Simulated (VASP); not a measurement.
Crystal: Zn8Se3S5.

```
CELL_PARAMETERS angstrom
10.92314 0.00000 0.00000
0.00000 10.92314 0.00000
0.00000 0.00000 10.92314
ATOMIC_POSITIONS crystal
Zn 0.00113 0.00053 0.00161
Zn 0.99946 0.00133 0.49790
Zn 0.00142 0.49853 0.99928
Zn 0.99967 0.49879 0.49881
Zn 0.49800 0.00026 0.99838
Zn 0.50013 0.00055 0.49974
Zn 0.49946 0.49963 0.00157
Zn 0.50411 0.50040 0.49865
Zn 0.25196 0.24967 0.99696
Zn 0.24798 0.24742 0.50068
Zn 0.25199 0.74956 0.00226
Zn 0.25274 0.74776 0.49855
Zn 0.75073 0.24761 0.00332
Zn 0.74896 0.25195 0.49889
Zn 0.75088 0.74839 0.99955
Zn 0.74928 0.74868 0.50312
Zn 0.25056 0.00184 0.24935
Zn 0.25041 0.00034 0.75035
Zn 0.24952 0.50096 0.25065
Zn 0.24812 0.50261 0.74887
Zn 0.75074 0.99940 0.25375
Zn 0.74962 0.00016 0.75012
Zn 0.75074 0.50010 0.25111
Zn 0.75313 0.50019 0.75348
Zn 0.00060 0.24916 0.24889
Zn 0.00239 0.24824 0.75186
Zn 0.00293 0.75133 0.25102
Zn 0.00212 0.75092 0.74612
Zn 0.50072 0.25224 0.24809
Zn 0.49994 0.25297 0.75099
Zn 0.49966 0.75062 0.25130
Zn 0.50133 0.75146 0.74887
S 0.12517 0.12429 0.12226
S 0.12744 0.12707 0.62525
S 0.12395 0.62197 0.12591
S 0.62374 0.12538 0.12954
S 0.62487 0.62493 0.12432
S 0.37635 0.37333 0.12557
S 0.37376 0.37243 0.62496
S 0.37530 0.87694 0.12507
S 0.86928 0.37178 0.12387
S 0.87304 0.37045 0.62556
S 0.87285 0.87400 0.62431
S 0.37330 0.12753 0.37425
S 0.37193 0.62469 0.37913
S 0.87486 0.12638 0.37639
S 0.87322 0.62646 0.87275
S 0.12506 0.37558 0.87552
S 0.12710 0.87453 0.37424
S 0.12622 0.87681 0.87459
S 0.62280 0.37511 0.37639
S 0.62417 0.37744 0.87582
Se 0.12534 0.62515 0.62648
Se 0.62267 0.12248 0.62246
Se 0.62602 0.62178 0.62507
Se 0.37473 0.87674 0.62337
Se 0.87838 0.87751 0.12738
Se 0.37224 0.12423 0.87695
Se 0.37554 0.62431 0.87428
Se 0.87717 0.12637 0.87592
Se 0.87112 0.62688 0.37258
Se 0.12348 0.37370 0.37483
Se 0.62736 0.87814 0.37364
Se 0.62616 0.87410 0.87444
```

| Quantity | Value |
| --- | --- |
| Program | VASP 6.6.1 |
| Task | relaxation of volume and atoms at fixed shape |
| Functional | PBEsol |
| Potentials or basis | VASP PAW PBE potentials, release 64 (Zn, S, Se) |
| Cutoff | 500 eV |
| k mesh | 1 × 1 × 1, shifted |
| Occupations | fermi-dirac, width 0.05 eV |
| Spin | no spin polarisation |

At the start: pressure 0.6 GPa; volume 20.36 Å³/atom.

Q: Where does the relaxation end?

A: Over 12 steps the energy falls by 20.1 meV/atom and the volume is 20.42 Å³/atom (+0.3 %); space group P1 (No. 1, to 0.1 Å) before and after.

Step by step:
| step | energy change (eV) | largest force (eV/Å) | pressure (GPa) | volume (Å³) |
| --- | --- | --- | --- | --- |
| 1 | 0.0000 | 1.1668 | 0.56 | 1303.29 |
| 2 | -0.8162 | 0.5464 | -0.45 | 1316.71 |
| 3 | -0.9940 | 0.4204 | -1.06 | 1326.89 |
| 4 | -1.1893 | 0.2943 | 0.31 | 1300.77 |
| 5 | -1.1906 | 0.2824 | 0.45 | 1298.38 |
| 6 | -1.2585 | 0.1170 | 0.12 | 1303.50 |
| 7 | -1.2664 | 0.1423 | -0.02 | 1305.91 |
| 8 | -1.2789 | 0.0734 | -0.03 | 1305.94 |
| 9 | -1.2826 | 0.0824 | -0.03 | 1305.97 |
| 10 | -1.2860 | 0.0405 | 0.03 | 1304.83 |
| 11 | -1.2867 | 0.0311 | 0.09 | 1303.91 |
| 12 | -1.2880 | 0.0298 | -0.07 | 1306.71 |

Final structure:
```xyz
64
Lattice="10.9327 0.0000 0.0000 0.0000 10.9327 0.0000 0.0000 0.0000 10.9327" Properties=species:S:1:pos:R:3 pbc="T T T"
Zn    0.1068    0.0195    0.0066
Zn    0.0156    0.0165    5.4439
Zn    0.0054    5.4615    0.0146
Zn   10.8786    5.4013    5.5098
Zn    5.4579    0.0096    0.1185
Zn    5.4052    0.0784    5.3972
Zn    5.5051    5.4098    0.0573
Zn    5.4209    5.4107    5.3992
Zn    2.6857    2.8034    0.0684
Zn    2.7706    2.6745    5.5020
Zn    2.6880    8.2445    0.0506
Zn    2.7253    8.1814    5.3499
Zn    8.1501    2.7636    0.0494
Zn    8.2508    2.8002    5.4038
Zn    8.2215    8.0791    0.0321
Zn    8.2498    8.2483    5.5149
Zn    2.7337    0.0256    2.7347
Zn    2.6256    0.0113    8.2118
Zn    2.7731    5.4951    2.6781
Zn    2.7264    5.3733    8.2052
Zn    8.2171    0.1072    2.7351
Zn    8.2596   10.9116    8.1555
Zn    8.1505    5.4123    2.6877
Zn    8.2682    5.4015    8.2761
Zn   10.8887    2.6947    2.6691
Zn    0.0608    2.7783    8.1591
Zn    0.1179    8.1977    2.7404
Zn   10.8953    8.2390    8.2640
Zn    5.4459    2.7477    2.7395
Zn    5.4773    2.8441    8.2216
Zn    5.4274    8.1463    2.6763
Zn    5.4553    8.1901    8.2014
S     1.3839    1.3785    1.3804
S     1.3485    1.3690    6.8143
S     1.3779    6.8164    1.3526
S     6.8133    1.4076    1.4017
S     6.8179    6.7886    1.3717
S     4.1079    4.0972    1.3810
S     4.0905    4.0833    6.8111
S     4.0649    9.5656    1.3990
S     9.5536    4.0969    1.3509
S     9.5631    4.0730    6.8528
S     9.6203    9.5855    6.8268
S     4.0722    1.3969    4.0547
S     4.0993    6.8083    4.0510
S     9.5883    1.3924    4.0966
S     9.5938    6.7998    9.5865
S     1.3489    4.0978    9.5884
S     1.3850    9.6039    4.0800
S     1.3569    9.5588    9.5852
S     6.8186    4.0831    4.0648
S     6.8477    4.1091    9.6070
Se    1.3520    6.8324    6.8391
Se    6.8414    1.4162    6.8058
Se    6.8519    6.7671    6.8342
Se    4.0529    9.5815    6.8031
Se    9.5971    9.5678    1.3732
Se    4.0744    1.3962    9.5951
Se    4.0778    6.7991    9.6136
Se    9.5953    1.4020    9.5786
Se    9.5647    6.8159    4.0703
Se    1.3760    4.0685    4.0757
Se    6.8188    9.5747    4.0664
Se    6.8534    9.5586    9.6081
```

Caveat: the PAW data sets were made with another functional, which shifts forces and pressure a little.
